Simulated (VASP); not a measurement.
# WS2 (Tungstenite) (P6_3/mmc) in VASP: a series of runs, part 2 of 2

VASP 6.6.1. The steps go on from the part before.

## 3. Single point, PBE

This run uses another cell than the first one, of 21.89 Å³/atom, 1.004 times its volume.

The input, INCAR:

```
  ALGO = Normal
  EDIFF = 1E-6
  ENCUT = 520
  GGA = PE
  ISIF = 2
  ISMEAR = -1
  LASPH = T
  LCHARG = F
  LREAL = F
  LWAVE = F
  NBANDS = 35
  NELM = 100
  PREC = Accurate
  SIGMA = 0.05
```

The input, KPOINTS:

```
k-points
0
Gamma
  10 10 3
```

The input, POSCAR:

```
WS2
1.0
    3.1884888238      0.0000000000      0.0000000000
   -1.5942444119      2.7613123211      0.0000000000
    0.0000000000      0.0000000000     14.9142065111
W S
2 4
Direct
    0.6666666667      0.3333333333      0.7500000000
    0.3333333333      0.6666666667      0.2500000000
    0.6666666667      0.3333333333      0.3553601805
    0.3333333333      0.6666666667      0.8553601805
    0.6666666667      0.3333333333      0.1446398195
    0.3333333333      0.6666666667      0.6446398195
```

Potentials or basis: VASP PAW PBE potentials, release 64 (W_sv, S).

Run with:

```sh
$ cat potpaw_PBE.64/W_sv/POTCAR potpaw_PBE.64/S/POTCAR > POTCAR
$ mpirun -np 1 vasp_std > vasp.out
```

OUTCAR:

```text
EDIFF = 1E-6
   ENCUT = 520
   GGA = PE
   ISIF = 2
   ISMEAR = -1
   LASPH = T
   LREAL = F
   NELM = 100
   PREC = Accurate

 ion  position               nearest neighbor table
   1  0.667  0.333  0.750-   4 2.42   6 2.42   4 2.42   6 2.42   4 2.42   6 2.42
   2  0.333  0.667  0.250-   3 2.42   5 2.42   3 2.42   5 2.42   3 2.42   5 2.42
   3  0.667  0.333  0.355-   2 2.42   2 2.42   2 2.42
   4  0.333  0.667  0.855-   1 2.42   1 2.42   1 2.42
   5  0.667  0.333  0.145-   2 2.42   2 2.42   2 2.42
   6  0.333  0.667  0.645-   1 2.42   1 2.42   1 2.42

  LATTYP: Found a hexagonal cell.
 ALAT       =     3.1884888238
 C/A-ratio  =     4.6775156933

  Lattice vectors:

 A1 = (   3.1884888238,   0.0000000000,   0.0000000000)
 A2 = (  -1.5942444119,   2.7613123211,   0.0000000000)
 A3 = (   0.0000000000,   0.0000000000,  14.9142065111)

Analysis of symmetry for initial positions (statically):
=====================================================================
 Subroutine PRICEL returns:
 Original cell was already a primitive cell.

 Routine SETGRP: Setting up the symmetry group for a
 hexagonal supercell.

 Subroutine GETGRP returns: Found 24 space group operations
 (whereof 12 operations were pure point group operations)
 out of a pool of 24 trial point group operations.

The static configuration has the point symmetry D_3d.
 The point group associated with its full space group is D_6h.

Analysis of symmetry for dynamics (positions and initial velocities):
=====================================================================
 Subroutine PRICEL returns:
 Original cell was already a primitive cell.

 Routine SETGRP: Setting up the symmetry group for a
 hexagonal supercell.

 Subroutine GETGRP returns: Found 24 space group operations
 (whereof 12 operations were pure point group operations)
 out of a pool of 24 trial point group operations.

The dynamic configuration has the point symmetry D_3d.
 The point group associated with its full space group is D_6h.

 Subroutine INISYM returns: Found 24 space group operations
 (whereof 12 operations are pure point group operations),
 and found     1 'primitive' translations

----------------------------------------------------------------------------------------

                                     Primitive cell

  volume of cell :     131.3108

  direct lattice vectors                    reciprocal lattice vectors
     3.188488824  0.000000000  0.000000000     0.313628197  0.181073324  0.000000000
    -1.594244412  2.761312321  0.000000000     0.000000000  0.362146648  0.000000000
     0.000000000  0.000000000 14.914206511     0.000000000  0.000000000  0.067050165

  length of vectors
     3.188488824  3.188488824 14.914206511     0.362146648  0.362146648  0.067050165

  position of ions in fractional coordinates (direct lattice)
     0.666666667  0.333333333  0.750000000
     0.333333333  0.666666667  0.250000000
     0.666666667  0.333333333  0.355360180
     0.333333333  0.666666667  0.855360180
     0.666666667  0.333333333  0.144639820
[... 34 lines left out ...]

 Found     28 irreducible k-points:

 Following reciprocal coordinates:
            Coordinates               Weight
  0.000000  0.000000  0.000000      1.000000
  0.100000  0.000000  0.000000      6.000000
  0.200000  0.000000  0.000000      6.000000
  0.300000 -0.000000  0.000000      6.000000
  0.400000  0.000000  0.000000      6.000000
  0.500000  0.000000  0.000000      3.000000
[... 16 lines left out ...]
  0.300000  0.100000  0.333333     24.000000
  0.400000  0.100000  0.333333     24.000000
 [... further k-points ...]
   k-points           NKPTS =     28   k-points in BZ     NKDIM =     28   number of bands    NBANDS=     35
   number of dos      NEDOS =    301   number of ions     NIONS =      6
   total plane-waves  NPLWV =  64512
   dimension x,y,z NGX =    24 NGY =   24 NGZ =  112
   dimension x,y,z NGXF=    48 NGYF=   48 NGZF=  224
   ions per type =               2   4
   NGX,Y,Z   is equivalent  to a cutoff of  12.51, 12.51, 12.48 a.u.
   NGXF,Y,Z  is equivalent  to a cutoff of  25.03, 25.03, 24.97 a.u.
 SYSTEM =  unknown system
   PREC   = accura    normal or accurate (medium, high low for compatibility)
   ISTART =      0    job   : 0-new  1-cont  2-samecut
   ICHARG =      2    charge: 1-file 2-atom 10-const
   ISPIN  =      1    spin polarized calculation?
   LNONCOLLINEAR =      F non collinear calculations
   LSORBIT =      F    spin-orbit coupling
   LASPH  =      T    aspherical Exc in radial PAW
   ENCUT  =  520.0 eV  38.22 Ry    6.18 a.u.   5.93  5.93 27.73*2*pi/ulx,y,z
   NELM   =    100;   NELMIN=  2; NELMDL= -5     # of ELM steps
   EDIFF  = 0.1E-05   stopping-criterion for ELM
   LREAL  =      F    real-space projection
   EDIFFG = 0.1E-04   stopping-criterion for IOM
   NSW    =      0    number of steps for IOM
   IBRION =     -1    ionic relax: 0-MD 1-quasi-New 2-CG
   NFREE  =      0    steps in history (QN), initial steepest desc. (CG)
   ISIF   =      2    stress and relaxation
   ISYM   =      2    0-nonsym 1-usesym 2-fastsym
   POTIM  = 0.5000    time-step for ionic-motion
   TEBEG  =    0.0;   TEEND  =   0.0 temperature during run
   PSTRESS=    0.0 pullay stress
   NELECT =      52.0000    total number of electrons
   NUPDOWN=      -1.0000    fix difference up-down
   EMIN   =  10.00;   EMAX   =-10.00  energy-range for DOS
   EFERMI =   0.00;   METHOD = LEGACY
   ISMEAR =    -1;   SIGMA  =   0.05  broadening in eV -4-tet -1-fermi 0-gaus
   EFERMI_NEDOS =   21; number of points for ismear=-14 and -15
   IALGO  =     38    algorithm
   IMIX   =      4    mixing-type and parameters
     AMIX     =   0.40;   BMIX     =  1.00
     AMIX_MAG =   1.60;   BMIX_MAG =  1.00
  volume/ion in A,a.u.               =      21.89       147.69
  Fermi-wavevector in a.u.,A,eV,Ry     =   1.202197  2.271823 19.664206  1.445278
  Thomas-Fermi vector in A             =   2.337985
   LORBIT       =      0    0 simple, 1 ext, 2 COOP (PROOUT), +10 PAW based schemes
   GGA     = PE    functional components
   LHFCALC =     F    Hartree Fock is set to
   AEXX    =    0.0000 exact exchange contribution
   IVDW    =     0    specifies the selected vdW correction
   LEPSILON=     F    determine dielectric tensor
   LRPA    =     F    only Hartree local field effects (RPA)
 non-spin polarized calculation
  energy-cutoff  :      520.00
  volume of cell :      131.31
 maximum number of plane-waves:      3566
 NGX is ok and might be reduce to    24
   NGX = 11   NGY = 11   NGZ = 55

 number of electron      52.0000001 magnetization

 Free energy of the ion-electron system (eV)
  ---------------------------------------------------
  ext. energy  EPLUGINS =         0.00000000
  ---------------------------------------------------
  free energy    TOTEN  =       -47.36409542 eV

  energy without entropy =      -47.36409542  energy(sigma->0) =      -47.36409542

 E-fermi :   5.4640     XC(G=0):  -9.4719

 val. band max:        4.6418282019   @ k =   0.0000   0.0000   0.0000
 cond. band min:       6.4344796744   @ k =   0.2000   0.1000   0.0000
 fundamental gap:      1.7926514725
 Fermi energy:         5.4640350779

 k-point     1 :       0.0000    0.0000    0.0000
  band No.  band energies     occupation
      1     -69.5686      2.00000
      2     -69.5686      2.00000
      3     -33.7957      2.00000
      4     -33.7957      2.00000
      5     -33.6526      2.00000
      6     -33.6526      2.00000
[... 901 lines left out ...]
     34       9.0023      0.00000
     35      10.0945      0.00000

 [... further k-points ...]

------------------------ aborting loop because EDIFF is reached ----------------------------------------

  FORCE on cell =-STRESS in cart. coord.  units (eV):
  Direction    XX          YY          ZZ          XY          YZ          ZX
  --------------------------------------------------------------------------------------
  -------------------------------------------------------------------------------------
  Total       -0.0974305     -0.0974305     -0.1035908      0.0000000     -0.0000000      0.0000000
  in kB       -1.1887891     -1.1887891     -1.2639535      0.0000000     -0.0000000      0.0000000
  external PRESSURE =      -1.2138439 kB  Pullay stress =       0.0000000 kB

 VOLUME and BASIS-vectors are now :
 -----------------------------------------------------------------------------
  energy-cutoff  :      520.00
  volume of cell :      131.31
      direct lattice vectors                 reciprocal lattice vectors
     3.188488824  0.000000000  0.000000000     0.313628197  0.181073324  0.000000000
    -1.594244412  2.761312321  0.000000000     0.000000000  0.362146648  0.000000000
     0.000000000  0.000000000 14.914206511     0.000000000  0.000000000  0.067050165

 POSITION                                       TOTAL-FORCE (eV/Angst)
 -----------------------------------------------------------------------------------
      1.59424      0.92044     11.18565         0.000000      0.000000     -0.000000
     -0.00000      1.84087      3.72855        -0.000000     -0.000000     -0.000000
      1.59424      0.92044      5.29992        -0.000000     -0.000000     -0.007892
     -0.00000      1.84087     12.75702         0.000000     -0.000000     -0.007892
      1.59424      0.92044      2.15719        -0.000000     -0.000000      0.007892
     -0.00000      1.84087      9.61429         0.000000      0.000000      0.007892
 -----------------------------------------------------------------------------------
    total drift:                               -0.000000      0.000000     -0.000000

  FREE ENERGIE OF THE ION-ELECTRON SYSTEM (eV)
  ---------------------------------------------------
  free  energy   TOTEN  =       -47.3640954191 eV

  energy  without entropy=      -47.3640954172  energy(sigma->0) =      -47.36409542
```

OSZICAR:

```text
N       E                     dE             d eps       ncg     rms          rms(c)
DAV:   1     0.505211199602E+03    0.50521E+03   -0.28104E+04  2176   0.143E+03
DAV:   2    -0.184598306223E+02   -0.52367E+03   -0.50605E+03  2330   0.391E+02
DAV:   3    -0.493600874156E+02   -0.30900E+02   -0.30468E+02  2493   0.920E+01
DAV:   4    -0.501708989477E+02   -0.81081E+00   -0.80623E+00  2400   0.156E+01
DAV:   5    -0.501927874456E+02   -0.21888E-01   -0.21874E-01  2439   0.269E+00    0.366E+01
DAV:   6    -0.477414012504E+02    0.24514E+01   -0.89370E+00  2244   0.197E+01    0.157E+01
DAV:   7    -0.474999936815E+02    0.24141E+00   -0.25008E+00  2242   0.837E+00    0.655E+00
DAV:   8    -0.473643977206E+02    0.13560E+00   -0.36908E-01  2286   0.419E+00    0.181E+00
DAV:   9    -0.473661243845E+02   -0.17267E-02   -0.46584E-02  2362   0.110E+00    0.101E+00
DAV:  10    -0.473644190703E+02    0.17053E-02   -0.19785E-02  2340   0.901E-01    0.294E-01
DAV:  11    -0.473640230466E+02    0.39602E-03   -0.29829E-03  2118   0.320E-01    0.156E-01
DAV:  12    -0.473640379203E+02   -0.14874E-04   -0.17644E-04  2468   0.669E-02    0.410E-02
DAV:  13    -0.473640890151E+02   -0.51095E-04   -0.58747E-05  2104   0.415E-02    0.462E-02
DAV:  14    -0.473640941072E+02   -0.50920E-05   -0.21025E-05  2007   0.252E-02    0.172E-02
DAV:  15    -0.473640951968E+02   -0.10896E-05   -0.40886E-06  1916   0.129E-02    0.396E-03
DAV:  16    -0.473640954191E+02   -0.22231E-06   -0.43177E-07  1231   0.352E-03
   1 F= -.47364095E+02 E0= -.47364095E+02  d E =-.191949E-08
```

stdout:

```text
POSCAR found type information on POSCAR W S
 POSCAR found :  2 types and       6 ions
 scaLAPACK will be used
 LDA part: xc-table for (Slater+PW92), standard interpolation
 POSCAR, INCAR and KPOINTS ok, starting setup
 FFT: planning ... GRIDC
 FFT: planning ... GRID_SOFT
 FFT: planning ... GRID
 WAVECAR not read
 entering main loop
```

Wall time 4.1 min (1 thread of AMD EPYC 7R13, shared host); peak memory 0.26 GiB.

Results:

```
Free energy            : -47.3641 eV
Pressure               : -0.1 GPa
Largest force          : 0.008 eV/Å
Band gap on the k mesh : 1.79 eV, indirect (least direct gap 2.14 eV)
```

Forces in eV/Å, atoms in the order of the input:
```
W    0.000  0.000  0.000
W    0.000  0.000  0.000
S    0.000  0.000 -0.008
S    0.000  0.000 -0.008
S    0.000  0.000  0.008
S    0.000  0.000  0.008
```

Caveat: spin-orbit coupling is left out, which moves the levels of the heavy elements; this functional lacks dispersion, which binds the layers, so the pressure and a relaxed spacing across them are unreliable. A k mesh can miss the band edges.

## 4. Single point, PBEsol+U

This run uses another cell than the first one, of 18.24 Å³/atom, 0.837 times its volume.

The input, INCAR:

```
SYSTEM = WS2
PREC = Accurate
ENCUT = 520
EDIFF = 1E-6
ISMEAR = -1
SIGMA = 0.05
LREAL = .FALSE.
LASPH = .TRUE.
NELM = 150
ALGO = Normal
ISIF = 2
LWAVE = .FALSE.
LCHARG = .FALSE.
LMAXMIX = 4
LDAU = .TRUE.
LDAUTYPE = 2
LDAUL = 2 -1
LDAUU = 6 0
LDAUJ = 0 0
LDAUPRINT = 1
GGA = PS
NBANDS = 35
```

The input, KPOINTS:

```
regular mesh
0
G
  10 10 3
  0 0 0
```

The input, POSCAR:

```
WS2
1.0
    3.1800000000      0.0000000000      0.0000000000
   -1.5900000000      2.7539607840      0.0000000000
    0.0000000000      0.0000000000     12.5000000000
W S
2 4
Direct
    0.6666666667      0.3333333333      0.7500000000
    0.3333333333      0.6666666667      0.2500000000
    0.6666666667      0.3333333333      0.3750000000
    0.3333333333      0.6666666667      0.8750000000
    0.6666666667      0.3333333333      0.1250000000
    0.3333333333      0.6666666667      0.6250000000
```

Run with:

```sh
$ cat potpaw_PBE.64/W_sv/POTCAR potpaw_PBE.64/S/POTCAR > POTCAR
$ mpirun -np 1 vasp_std > vasp.out
```

Run time: 63 s. Hardware: 1 thread of AMD EPYC 9R45 (Zen 5), shared host; peak memory 0.23 GiB.

Results (log left out):

```yaml
Free_energy: -37.1595 eV
Pressure: 2.5 GPa
Largest_force: 0.451 eV/Å
Band_gap_on_the_k_mesh: 1.12 eV, indirect (least direct gap 1.98 eV)
```

Forces on the atoms (eV/Å):
```
W    0.000  0.000  0.000
W    0.000  0.000  0.000
S    0.000  0.000  0.451
S    0.000  0.000  0.451
S    0.000  0.000 -0.451
S    0.000  0.000 -0.451
```

Stress tensor (GPa, compression positive):
```
1.54 0.00 0.00
0.00 1.54 0.00
0.00 0.00 4.44
```

Levels at points of the mesh, in eV from the valence-band top:
| k point | band 22 | band 23 | band 24 | band 25 | band 26 | band 27 | band 28 | band 29 | band 30 | band 31 |
| --- | --- | --- | --- | --- | --- | --- | --- | --- | --- | --- |
| (0.00, 0.00, 0.00) | -2.14 | -2.14 | -1.66 | -1.11 | 0.00 | 2.33 | 2.33 | 2.33 | 2.33 | 2.38 |
| (0.50, 0.00, 0.00) | -2.73 | -2.10 | -1.94 | -1.81 | -1.61 | 2.40 | 2.43 | 2.60 | 2.81 | 3.14 |

Eigenvalues of the final occupation matrices:
| site | spin | trace | eigenvalues |
| --- | --- | --- | --- |
| site 1 d | 1 | 1.63 | 0.31 0.31 0.32 0.32 0.36 |
| site 1 d | 2 | 1.63 | 0.31 0.31 0.32 0.32 0.36 |
| site 2 d | 1 | 1.63 | 0.31 0.31 0.32 0.32 0.36 |
| site 2 d | 2 | 1.63 | 0.31 0.31 0.32 0.32 0.36 |

Caveat: the PAW data sets were made with another functional, which shifts forces and pressure a little; spin-orbit coupling is left out, which moves the levels of the heavy elements; this functional lacks dispersion, which binds the layers, so the pressure and a relaxed spacing across them are unreliable. A k mesh can miss the band edges.

## 5. Single point, PBEsol+U

This run uses another cell than the first one, of 18.24 Å³/atom, 0.837 times its volume.

The input, INCAR:

```
  ALGO = Normal
  EDIFF = 1E-7
  ENCUT = 520
  GGA = PS
  ISIF = 2
  ISMEAR = -1
  LASPH = T
  LCHARG = F
  LDAU = T
  LDAUJ = 0 0
  LDAUL = 2 -1
  LDAUPRINT = 1
  LDAUTYPE = 2
  LDAUU = 8 0
  LMAXMIX = 4
  LREAL = F
  LWAVE = F
  NBANDS = 35
  NELM = 150
  PREC = Accurate
  SIGMA = 0.05
```

The input, KPOINTS:

```
k-points
0
Gamma
  10 10 3
```

POSCAR is that of step 4.

Run with:

```sh
$ cat potpaw_PBE.64/W_sv/POTCAR potpaw_PBE.64/S/POTCAR > POTCAR
$ mpirun -np 1 vasp_std > vasp.out
```

Run time: 73 s. Hardware: 1 thread of AMD EPYC 9R45 (Zen 5), shared host; peak memory 0.24 GiB.

Results (log left out):

```
Free energy            : -32.7921 eV
Pressure               : 4.5 GPa
Largest force          : 0.674 eV/Å
Band gap on the k mesh : 1.16 eV, indirect (least direct gap 1.91 eV)
```

Forces in eV/Å, atoms in the order of the input:
```
W    0.000  0.000  0.000
W    0.000  0.000  0.000
S    0.000  0.000  0.674
S    0.000  0.000  0.674
S    0.000  0.000 -0.674
S    0.000  0.000 -0.674
```

Stress tensor (GPa, compression positive):
```
3.49 0.00 0.00
0.00 3.49 0.00
0.00 0.00 6.51
```

Levels at points of the mesh, in eV from the valence-band top:
```
           k point  band 24  band 25  band 26  band 27  band 28  band 29
(0.00, 0.00, 0.00)    -1.68    -1.11     0.00     2.40     2.40     2.40
(0.50, 0.00, 0.00)    -1.96    -1.84    -1.63     2.51     2.55     2.62
```

Eigenvalues of the final occupation matrices:
```csv
site,spin,trace,eigenvalues
site 1 d,1,1.60,0.30 0.30 0.32 0.32 0.36
site 1 d,2,1.60,0.30 0.30 0.32 0.32 0.36
site 2 d,1,1.60,0.30 0.30 0.32 0.32 0.36
site 2 d,2,1.60,0.30 0.30 0.32 0.32 0.36
```

Caveat: the PAW data sets were made with another functional, which shifts forces and pressure a little; spin-orbit coupling is left out, which moves the levels of the heavy elements; this functional lacks dispersion, which binds the layers, so the pressure and a relaxed spacing across them are unreliable. A k mesh can miss the band edges.

## 6. Summary

```csv
level,U,cell,gap on the mesh (eV),pressure (GPa),largest force (eV/Å)
PBE,-,"a = 3.188, b = 3.188, c = 14.866 Å, angles 90.0, 90.0, 120.0°, 6 atoms",1.79,-0.1,-
PBE,-,"a = 3.188, b = 3.188, c = 14.914 Å, angles 90.0, 90.0, 120.0°, 6 atoms",1.79,-0.1,0.01
PBEsol+U,W d U = 6.0 eV,"a = 3.180, b = 3.180, c = 12.500 Å, angles 90.0, 90.0, 120.0°, 6 atoms",1.12,2.5,0.45
PBEsol+U,W d U = 8.0 eV,"a = 3.180, b = 3.180, c = 12.500 Å, angles 90.0, 90.0, 120.0°, 6 atoms",1.16,4.5,0.67
```

Alike in all rows: task single point; potentials or basis VASP PAW PBE potentials, release 64 (W_sv, S); no spin polarisation; k mesh 10 × 10 × 3; cutoff (eV) 520; smearing fermi-dirac 0.05 eV.

Caveats: spin-orbit coupling is left out, which moves the levels of the heavy elements; this functional lacks dispersion, which binds the layers, so the pressure and a relaxed spacing across them are unreliable; the PAW data sets were made with another functional, which shifts forces and pressure a little (some runs).

Total energies depend on the potentials used, so only differences within one code and one set of settings carry meaning.
